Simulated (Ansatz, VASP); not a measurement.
## One calculation of MgO, two programs

```xyz
4
Lattice="3.3774 0.0000 0.0000 -1.6887 2.9249 0.0000 0.0000 0.0000 4.4521" Properties=species:S:1:pos:R:3 pbc="T T T"
Mg    1.6887    0.9750    3.3391
Mg    0.0000    1.9499    1.1130
O     1.6887    0.9750    1.1130
O     0.0000    1.9499    3.3391
```

Alike in both runs: task single point; functional LDA; k mesh 12 × 12 × 6; occupations gaussian, width 0.05 eV; no spin polarisation.

```csv
,VASP,Ansatz
version,VASP 6.6.1,Ansatz 0.2.0
potentials or method,"VASP PAW LDA potentials, release 64 (Mg_sv, O), cutoff 750 eV","scalar-relativistic, plane waves, PAW"
valence electrons in the cell,32,32
```

|  | VASP | Ansatz | Ansatz less VASP |
| --- | --- | --- | --- |
| gap on the k mesh at the Fermi level (eV) | 3.24 | 3.24 | -0.006 |
| least direct gap on the mesh (eV) | 3.24 | 3.24 | -0.006 |
| pressure (GPa) | -2.3 | -2.3 | -0.04 |
| traceless stress, the component that is largest in VASP (GPa) | -9.56 | -9.21 | +0.357 |

LDA's correlation is that of Perdew and Zunger in VASP and of Perdew and Wang (1992) in Ansatz.
